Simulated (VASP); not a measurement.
A run of VASP 6.6.1 is set up as follows.

POSCAR

```
Ge
1.0
    0.0000000000      2.8360149687      2.8360149687
    2.8360149687      0.0000000000      2.8360149687
    2.8360149687      2.8360149687      0.0000000000
Ge
2
Direct
    0.5000000000      0.5000000000      0.5000000000
    0.7500000000      0.7500000000      0.7500000000
```

The input INCAR.step1:

```
SYSTEM = Ge
  PREC = Accurate
  ENCUT = 520
  ISMEAR = 1
  SIGMA = 0.2
  LREAL = .False.
  LASPH = .True.
  NELM = 100
  NBANDS = 21
  GGA = PE
  ALGO = Normal
  EDIFF = 1E-4
  LWAVE = .True.
  LCHARG = .False.
```

INCAR.step2

```
SYSTEM = Ge
  PREC = Accurate
  ENCUT = 520
  EDIFF = 1E-6
  ISMEAR = 1
  SIGMA = 0.2
  LREAL = .False.
  LASPH = .True.
  NELM = 100
  ALGO = Normal
  ISIF = 2
  LWAVE = .False.
  LCHARG = .False.
  METAGGA = R2SCAN
  LMIXTAU = .True.
  NBANDS = 21
  ISTART = 1
```

Contents of KPOINTS:

```
Automatic mesh
0
Gamma
  10 10 10
  0 0 0
```

Potentials or basis: VASP PAW PBE potentials, release 64 (Ge_d).

Command:

```console
$ cat potpaw_PBE.64/Ge_d/POTCAR > POTCAR
$ cp INCAR.step1 INCAR
$ mpirun -np 1 vasp_std > vasp.out
$ cp INCAR.step2 INCAR
$ mpirun -np 1 vasp_std > vasp.out
```

Task: What does it give for the pressure?

Result: 0.1 GPa.

Task: Predict the band gap on the k mesh.

Result: 0.33 eV.

Caveat: the PAW data sets were made with another functional, which shifts forces and pressure a little. A k mesh can miss the band edges.
